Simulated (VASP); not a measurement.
Write the native input for VASP 6.6.1 that does the following.

```
Task                   : single point
Functional             : r2SCAN
Potentials or basis    : VASP PAW PBE potentials, release 64 (Hf_pv, O)
Cutoff                 : 520 eV
k mesh                 : 8 × 8 × 8
Occupations            : gaussian, width 0.05 eV
Spin                   : no spin polarisation
Dipole correction      : no
Further INCAR settings : ALGO = Normal; EDIFF = 1e-06; NBANDS = 18
```

Crystal: HfO2.

```
Hf O
1.0
     0.00000    2.47753    2.72528
     2.47753    0.00000    2.72528
     2.47753    2.47753    0.00000
Hf O
1 2
Direct
  0.00000 0.00000 0.00000
  0.25000 0.25000 0.25000
  0.75000 0.75000 0.75000
```

This cell differs from its parent crystal: ratio of the length along z to the lengths across it x 1.1, volume and fractional coordinates fixed.

These files were run (other wordings do the same):

POSCAR

```
HfO2
1.0
    0.0000000000      2.4775252005      2.7252777205
    2.4775252005      0.0000000000      2.7252777205
    2.4775252005      2.4775252005      0.0000000000
Hf O
1 2
Direct
    0.0000000000      0.0000000000      0.0000000000
    0.2500000000      0.2500000000      0.2500000000
    0.7500000000      0.7500000000      0.7500000000
```

INCAR.step1

```
PREC = Accurate
ENCUT = 520
ISMEAR = 0
SIGMA = 0.05
LREAL = F
LASPH = T
NELM = 60
NBANDS = 18
GGA = PE
ALGO = Normal
EDIFF = 1E-4
LWAVE = T
LCHARG = F
```

INCAR.step2

```
PREC = Accurate
ENCUT = 520
EDIFF = 1E-6
ISMEAR = 0
SIGMA = 0.05
LREAL = F
LASPH = T
NELM = 60
ALGO = Normal
ISIF = 2
LWAVE = F
LCHARG = F
METAGGA = R2SCAN
LMIXTAU = T
NBANDS = 18
ISTART = 1
```

KPOINTS

```
regular mesh
0
Gamma
  8 8 8
```

Potentials or basis: VASP PAW PBE potentials, release 64 (Hf_pv, O).

Launch:

```bash
$ cat potpaw_PBE.64/Hf_pv/POTCAR potpaw_PBE.64/O/POTCAR > POTCAR
$ cp INCAR.step1 INCAR
$ mpirun -np 1 vasp_std > vasp.out
$ cp INCAR.step2 INCAR
$ mpirun -np 1 vasp_std > vasp.out
```

It gave:

```
Pressure               : -11.7 GPa
Band gap on the k mesh : 3.01 eV, indirect (least direct gap 3.41 eV)
```

Caveat: the PAW data sets were made with another functional, which shifts forces and pressure a little; spin-orbit coupling is left out, which moves the levels of the heavy elements.

Run time: 85 s on 1 thread of Intel(R) Xeon(R) 6975P-C (Granite Rapids), on a shared host, peak memory 0.18 GiB.
